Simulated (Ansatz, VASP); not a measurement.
Two plane-wave programs on Ca

```xyz
2
Lattice="0.0000 4.4540 4.4540 4.4540 0.0000 4.4540 4.4540 4.4540 0.0000" Properties=species:S:1:pos:R:3 pbc="T T T"
Ca    1.1135    1.1135    1.1135
Ca    7.7945    7.7945    7.7945
```

Alike in both runs: task single point; functional PBE; k mesh 11 × 11 × 11; occupations fermi-dirac, width 0.1 eV; no spin polarisation.

|  | VASP | Ansatz |
| --- | --- | --- |
| version | VASP 6.6.1 | Ansatz 0.2.0 |
| potentials or method | VASP PAW PBE potentials, release 64 (Ca_sv), cutoff 520 eV | plane waves (420 eV) with PAW, scalar-relativistic |
| valence electrons in the cell | 20 | 20 |

```csv
,VASP,Ansatz,Ansatz less VASP
pressure (GPa),-0.4,-0.4,0.00
```

With one functional, cell and mesh, what is left measures potentials, basis and numerics.
